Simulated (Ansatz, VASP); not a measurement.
## One calculation of ZnCd2S3, two programs

```xyz
6
Lattice="4.8499 0.0000 0.0000 0.0000 4.8499 0.0000 0.0000 0.0000 6.4253" Properties=species:S:1:pos:R:3 pbc="T T T"
Zn    0.0000    0.0000    5.5979
Cd    0.0000    2.4250    2.0631
Cd    2.4250    0.0000    2.0631
S     0.0000    2.4250    6.0675
S     2.4250    0.0000    6.0675
S     0.0000    0.0000    3.1658
```

Alike in both runs: functional PBE; k mesh 4 × 4 × 4; occupations gaussian, width 0.1 eV; no spin polarisation.

Ansatz relaxed the structure, and its values are those at the end. VASP's run is a single point on that final structure, the one shown.

```csv
,VASP,Ansatz
version,VASP 6.6.1,Ansatz 0.2.0
potentials or method,"VASP PAW PBE potentials, release 64 (Zn, Cd, S), cutoff 520 eV","scalar-relativistic, plane waves, PAW"
valence electrons in the cell,54,70
```

```tsv
	VASP	Ansatz	Ansatz less VASP
gap on the k mesh at the Fermi level (eV)	none	none	-
pressure (GPa)	0.2	0.0	-0.20
rms of the force components (eV/Å)	0.021	0.010	-0.0112
```

A gap of «none» marks a metal or a gap that the smearing closes. The functional is the same, so the differences come from potentials, cutoffs and numerics. VASP's potentials hold 54 valence electrons a cell and Ansatz's 70, so a difference there can come from the potentials and not from the codes.
